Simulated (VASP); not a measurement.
# PtS2 (P-3m1) in VASP: single point with HSE06

Aim: the single point of PtS2 with HSE06.

All numbers are computed with VASP 6.6.1; they aren't measurements. Logs are shortened: lines on timing, memory, paths and dates and some standing lists are left out, and cuts for length are marked.

## 1. The cell of the first run

Symmetry: P-3m1, No. 164, trigonal system. Conventional cell: a = 3.553 Å, b = 3.553 Å, c = 5.123 Å, α = 90.00°, β = 90.00°, γ = 120.00°. Pt (site symmetry -3m) has 6 S at 2.39 Å within 3.2 Å. S (site symmetry 3m) has 3 Pt at 2.39 Å and 3 S at 3.20 Å within 3.2 Å.

## 2. Single point, HSE06

The input, POSCAR:

```
PtS2
1.0
    3.5526415796      0.0000000000      0.0000000000
   -1.7763207898      3.0766778585      0.0000000000
    0.0000000000      0.0000000000      5.1227110578
Pt S
1 2
Direct
    0.0000000000      0.0000000000      0.0000000000
    0.3333333333      0.6666666667      0.2392599766
    0.6666666667      0.3333333333      0.7607400234
```

The input, INCAR.step1:

```
ALGO     = Normal         # electronic algorithm
EDIFF    = 1E-5           # SCF threshold, eV
ENCUT    = 520            # plane-wave cutoff, eV
GGA      = PE             # functional
ISIF     = 2              # what is computed and relaxed
ISMEAR   = 0              # smearing method
LASPH    = True           # aspherical terms in the spheres
LREAL    = False          # projectors in reciprocal space
LWAVE    = True           # write WAVECAR
NBANDS   = 18             # bands
NELM     = 80             # most SCF steps
PREC     = Accurate       # precision mode
SIGMA    = 0.01           # smearing width, eV
```

The input, INCAR.step2:

```
ALGO     = Normal         # electronic algorithm
EDIFF    = 1E-6           # SCF threshold, eV
ENCUT    = 520            # plane-wave cutoff, eV
GGA      = PE             # functional
HFSCREEN = 0.2079         # screening, 1/A
ISIF     = 2              # what is computed and relaxed
ISMEAR   = 0              # smearing method
ISTART   = 1            
LASPH    = True           # aspherical terms in the spheres
LCHARG   = True           # write CHGCAR
LELF     = True           # ELF
LHFCALC  = True           # exact exchange
LREAL    = False          # projectors in reciprocal space
LVHAR    = True         
LWAVE    = False          # write WAVECAR
NBANDS   = 18             # bands
NELM     = 80             # most SCF steps
PREC     = Accurate       # precision mode
PRECFOCK = Normal       
SIGMA    = 0.01           # smearing width, eV
```

The input, KPOINTS:

```
k-points
0
Gamma
  6 6 4
```

Potentials or basis: VASP PAW PBE potentials, release 64 (Pt, S).

Started as:

```sh
$ cat potpaw_PBE.64/Pt/POTCAR potpaw_PBE.64/S/POTCAR > POTCAR
$ cp INCAR.step1 INCAR
$ mpirun -np 1 vasp_std > vasp.out
$ cp INCAR.step2 INCAR
$ mpirun -np 1 vasp_std > vasp.out
```

OUTCAR:

```text
EDIFF = 1E-6
   ENCUT = 520
   GGA = PE
   HFSCREEN = 0.2079
   ISIF = 2
   ISMEAR = 0
   ISTART = 1
   LASPH = True
   LHFCALC = True
   LREAL = False
   NELM = 80
   PREC = Accurate
   PRECFOCK = Normal

 ion  position               nearest neighbor table
   1  0.000  0.000  0.000-   2 2.39   3 2.39   3 2.39   2 2.39   3 2.39   2 2.39
   2  0.333  0.667  0.239-   1 2.39   1 2.39   1 2.39
   3  0.667  0.333  0.761-   1 2.39   1 2.39   1 2.39

  LATTYP: Found a hexagonal cell.
 ALAT       =     3.5526415796
 C/A-ratio  =     1.4419442387

  Lattice vectors:

 A1 = (   3.5526415796,   0.0000000000,   0.0000000000)
 A2 = (  -1.7763207898,   3.0766778585,   0.0000000000)
 A3 = (   0.0000000000,   0.0000000000,   5.1227110578)

Analysis of symmetry for initial positions (statically):
=====================================================================
 Subroutine PRICEL returns:
 Original cell was already a primitive cell.

 Routine SETGRP: Setting up the symmetry group for a
 hexagonal supercell.

 Subroutine GETGRP returns: Found 12 space group operations
 (whereof 12 operations were pure point group operations)
 out of a pool of 24 trial point group operations.

The static configuration has the point symmetry D_3d.

Analysis of symmetry for dynamics (positions and initial velocities):
=====================================================================
 Subroutine PRICEL returns:
 Original cell was already a primitive cell.

 Routine SETGRP: Setting up the symmetry group for a
 hexagonal supercell.

 Subroutine GETGRP returns: Found 12 space group operations
 (whereof 12 operations were pure point group operations)
 out of a pool of 24 trial point group operations.

The dynamic configuration has the point symmetry D_3d.

 Subroutine INISYM returns: Found 12 space group operations
 (whereof 12 operations are pure point group operations),
 and found     1 'primitive' translations

----------------------------------------------------------------------------------------

                                     Primitive cell

  volume of cell :      55.9929

  direct lattice vectors                    reciprocal lattice vectors
     3.552641580  0.000000000  0.000000000     0.281480689  0.162512952  0.000000000
    -1.776320790  3.076677859  0.000000000     0.000000000  0.325025903  0.000000000
     0.000000000  0.000000000  5.122711058     0.000000000  0.000000000  0.195209136

  length of vectors
     3.552641580  3.552641580  5.122711058     0.325025903  0.325025903  0.195209136

  position of ions in fractional coordinates (direct lattice)
     0.000000000  0.000000000  0.000000000
     0.333333333  0.666666667  0.239259977
     0.666666667  0.333333333  0.760740023

  ion indices of the primitive-cell ions
   primitive index   ion index
                 1           1
                 2           2
                 3           3

----------------------------------------------------------------------------------------

 KPOINTS: k-points

Automatic generation of k-mesh.
 Grid dimensions read from file:
 generate k-points for:    6    6    4

 Generating k-lattice:

  Cartesian coordinates                     Fractional coordinates (reciprocal lattice)
     0.046913448  0.027085492  0.000000000     0.166666667 -0.000000000  0.000000000
     0.000000000  0.054170984  0.000000000     0.000000000  0.166666667  0.000000000
     0.000000000  0.000000000  0.048802284     0.000000000  0.000000000  0.250000000

  Length of vectors
     0.054170984  0.054170984  0.048802284

  Shift w.r.t. Gamma in fractional coordinates (k-lattice)
     0.000000000  0.000000000  0.000000000

 Subroutine IBZKPT returns following result:
 ===========================================

 Found     24 irreducible k-points:

 Following reciprocal coordinates:
            Coordinates               Weight
  0.000000  0.000000  0.000000      1.000000
  0.166667  0.000000  0.000000      6.000000
  0.333333  0.000000  0.000000      6.000000
  0.500000  0.000000  0.000000      3.000000
  0.166667  0.166667  0.000000      6.000000
  0.333333  0.166667  0.000000     12.000000
[... 16 lines left out ...]
  0.333333  0.166667  0.500000     12.000000
  0.333333  0.333333  0.500000      2.000000
   k-points           NKPTS =     24   k-points in BZ     NKDIM =    144   number of bands    NBANDS=     18
   number of dos      NEDOS =    301   number of ions     NIONS =      3
   total plane-waves  NPLWV =  31360
   dimension x,y,z NGX =    28 NGY =   28 NGZ =   40
   dimension x,y,z NGXF=    56 NGYF=   56 NGZF=   80
   ions per type =               1   2
   NGX,Y,Z   is equivalent  to a cutoff of  13.10, 13.10, 12.98 a.u.
   NGXF,Y,Z  is equivalent  to a cutoff of  26.21, 26.21, 25.96 a.u.
 SYSTEM =  unknown system
   PREC   = accura    normal or accurate (medium, high low for compatibility)
   ISTART =      1    job   : 0-new  1-cont  2-samecut
   ICHARG =      0    charge: 1-file 2-atom 10-const
   ISPIN  =      1    spin polarized calculation?
   LNONCOLLINEAR =      F non collinear calculations
   LSORBIT =      F    spin-orbit coupling
   LASPH  =      T    aspherical Exc in radial PAW
   ENCUT  =  520.0 eV  38.22 Ry    6.18 a.u.   6.61  6.61  9.52*2*pi/ulx,y,z
   NELM   =     80;   NELMIN=  2; NELMDL=  0     # of ELM steps
   EDIFF  = 0.1E-05   stopping-criterion for ELM
   LREAL  =      F    real-space projection
   EDIFFG = 0.1E-04   stopping-criterion for IOM
   NSW    =      0    number of steps for IOM
   IBRION =     -1    ionic relax: 0-MD 1-quasi-New 2-CG
   NFREE  =      0    steps in history (QN), initial steepest desc. (CG)
   ISIF   =      2    stress and relaxation
   ISYM   =      3    0-nonsym 1-usesym 2-fastsym
   POTIM  = 0.5000    time-step for ionic-motion
   TEBEG  =    0.0;   TEEND  =   0.0 temperature during run
   PSTRESS=    0.0 pullay stress
   NELECT =      22.0000    total number of electrons
   NUPDOWN=      -1.0000    fix difference up-down
   EMIN   =  10.00;   EMAX   =-10.00  energy-range for DOS
   EFERMI =   0.00;   METHOD = LEGACY
   ISMEAR =     0;   SIGMA  =   0.01  broadening in eV -4-tet -1-fermi 0-gaus
   EFERMI_NEDOS =   21; number of points for ismear=-14 and -15
   IALGO  =     38    algorithm
   IMIX   =      1    mixing-type and parameters
     AMIX     =   0.40;   BMIX     =  1.00
     AMIX_MAG =   1.60;   BMIX_MAG =  1.00
  volume/ion in A,a.u.               =      18.66       125.95
  Fermi-wavevector in a.u.,A,eV,Ry     =   1.199052  2.265879 19.561441  1.437725
  Thomas-Fermi vector in A             =   2.334925
   LORBIT       =      0    0 simple, 1 ext, 2 COOP (PROOUT), +10 PAW based schemes
   GGA     = PE    functional components
   LHFCALC =     T    Hartree Fock is set to
   PRECFOCK=normal    Normal, Fast or Accurate (Low or Medium for compatibility)
   ENCUT4O =  -1.0   cutoff for four orbital integrals eV
   NKREDX  =     1    reduce k-point grid by
   NKREDY  =     1    reduce k-point grid by
   NKREDZ  =     1    reduce k-point grid by
   AEXX    =    0.2500 exact exchange contribution
   HFSCREEN=    0.2079 screening length (either q_TF or 0.3 A-1)
   HFSCREENC=   0.2079 screening length for correlation (either q_TF or 0.3 A-1)
   ENCUTFOCK=  -1.0 apply spherical cutoff to Coloumb kernel
   IVDW    =     0    specifies the selected vdW correction
   LEPSILON=     F    determine dielectric tensor
   LRPA    =     F    only Hartree local field effects (RPA)
 non-spin polarized calculation
 Gauss-broadening in eV      SIGMA  =   0.01
  energy-cutoff  :      520.00
  volume of cell :       55.99
 maximum number of plane-waves:      1536
 NGX is ok and might be reduce to    28
  NGX = 20; NGY = 20; NGZ = 30

 number of electron      21.9999996 magnetization

 Free energy of the ion-electron system (eV)
  ---------------------------------------------------
  ext. energy  EPLUGINS =         0.00000000
  ---------------------------------------------------
  free energy    TOTEN  =       -18.63047141 eV

  energy without entropy =      -18.63047141  energy(sigma->0) =      -18.63047141

 E-fermi :   6.0669     XC(G=0):  -8.6906

 val. band max:        6.0206108778   @ k =   0.0000   0.0000   0.0000
 cond. band min:       7.4199156253   @ k =   0.0000   0.3333   0.2500
 fundamental gap:      1.3993047475
 Fermi energy:         6.0669185143

 k-point     1 :       0.0000    0.0000    0.0000
  band No.  band energies     occupation
      1     -10.7260      2.00000
      2      -7.6436      2.00000
      3      -1.7285      2.00000
      4      -1.1959      2.00000
      5      -1.1959      2.00000
      6       1.4106      2.00000
[... 10 lines left out ...]
     17      15.1029      0.00000
     18      19.6318      0.00000

 k-point     2 :       0.1667    0.0000    0.0000
  band No.  band energies     occupation
      1     -10.3520      2.00000
      2      -7.8104      2.00000
      3      -1.3496      2.00000
      4      -0.9697      2.00000
      5      -0.9464      2.00000
      6       0.9663      2.00000
[... 10 lines left out ...]
     17      16.1272      0.00000
     18      17.0662      0.00000

 k-point     3 :       0.3333    0.0000    0.0000
  band No.  band energies     occupation
      1      -9.4214      2.00000
      2      -8.1495      2.00000
      3      -1.2392      2.00000
      4      -0.5304      2.00000
      5      -0.1616      2.00000
      6       0.1682      2.00000
[... 10 lines left out ...]
     17      15.8460      0.00000
     18      16.6662      0.00000

 k-point     4 :       0.5000    0.0000    0.0000
  band No.  band energies     occupation
      1      -8.6796      2.00000
      2      -8.4542      2.00000
      3      -2.0341      2.00000
      4      -0.4540      2.00000
      5       0.0943      2.00000
      6       1.3723      2.00000
[... 375 lines left out ...]
      4      -0.8440      2.00000
      5      -0.0588      2.00000
      6       0.6518      2.00000
[... 10 lines left out ...]
     17      16.0848      0.00000
     18      16.3799      0.00000

 k-point    23 :       0.3333    0.1667    0.5000
  band No.  band energies     occupation
      1      -8.6952      2.00000
      2      -8.3885      2.00000
      3      -1.7382      2.00000
      4      -0.8746      2.00000
      5       0.0949      2.00000
      6       0.8152      2.00000
[... 10 lines left out ...]
     17      16.0237      0.00000
     18      17.5187      0.00000

 k-point    24 :       0.3333    0.3333    0.5000
  band No.  band energies     occupation
      1      -8.4098      2.00000
      2      -8.4098      2.00000
      3      -0.9892      2.00000
      4      -0.9892      2.00000
      5      -0.7089      2.00000
      6       1.2074      2.00000
[... 10 lines left out ...]
     17      15.0149      0.00000
     18      17.7495      0.00000

------------------------ aborting loop because EDIFF is reached ----------------------------------------

  FORCE on cell =-STRESS in cart. coord.  units (eV):
  Direction    XX          YY          ZZ          XY          YZ          ZX
  --------------------------------------------------------------------------------------
  -------------------------------------------------------------------------------------
  Total       -0.6406066     -0.6406066     -0.1606651     -0.0000000     -0.0000000     -0.0000000
  in kB      -18.3302631    -18.3302631     -4.5972569     -0.0000000     -0.0000000     -0.0000000
  external PRESSURE =     -13.7525944 kB  Pullay stress =       0.0000000 kB

 VOLUME and BASIS-vectors are now :
 -----------------------------------------------------------------------------
  energy-cutoff  :      520.00
  volume of cell :       55.99
      direct lattice vectors                 reciprocal lattice vectors
     3.552641580  0.000000000  0.000000000     0.281480689  0.162512952  0.000000000
    -1.776320790  3.076677859  0.000000000     0.000000000  0.325025903  0.000000000
     0.000000000  0.000000000  5.122711058     0.000000000  0.000000000  0.195209136

 POSITION                                       TOTAL-FORCE (eV/Angst)
 -----------------------------------------------------------------------------------
      0.00000      0.00000      0.00000         0.000000      0.000000      0.000000
     -0.00000      2.05112      1.22566        -0.000000     -0.000000     -0.410129
      1.77632      1.02556      3.89705         0.000000      0.000000      0.410129
 -----------------------------------------------------------------------------------
    total drift:                                0.000000      0.000000      0.000000

  FREE ENERGIE OF THE ION-ELECTRON SYSTEM (eV)
  ---------------------------------------------------
  free  energy   TOTEN  =       -18.6304714096 eV

  energy  without entropy=      -18.6304714096  energy(sigma->0) =      -18.63047141
```

Run time: 76 min. Hardware: 1 thread of Oxide Virtual Turin-like, shared host; peak memory 0.27 GiB.

Results:

| Quantity | Value |
| --- | --- |
| Free energy | -18.6305 eV |
| Pressure | -1.4 GPa |
| Largest force | 0.410 eV/Å |
| Band gap on the k mesh | 1.40 eV (least direct gap 2.14 eV) |

Forces on the atoms (eV/Å):
```
Pt   0.000  0.000  0.000
S    0.000  0.000 -0.410
S    0.000  0.000  0.410
```

Levels at points of the mesh, in eV from the valence-band top:
```
           k point  band 9  band 10  band 11  band 12  band 13  band 14
(0.00, 0.00, 0.00)   -1.15    -1.15     0.00     2.74     2.74     5.50
(0.50, 0.00, 0.00)   -3.52    -3.45    -2.91     2.21     3.30     6.37
(0.00, 0.00, 0.50)   -1.54    -1.39    -1.39     3.32     3.32     6.37
(0.50, 0.00, 0.50)   -3.41    -3.02    -1.63     2.38     2.97     6.05
```

Caveat: the PAW data sets were made with another functional, which shifts forces and pressure a little; spin-orbit coupling is left out, which moves the levels of the heavy elements.
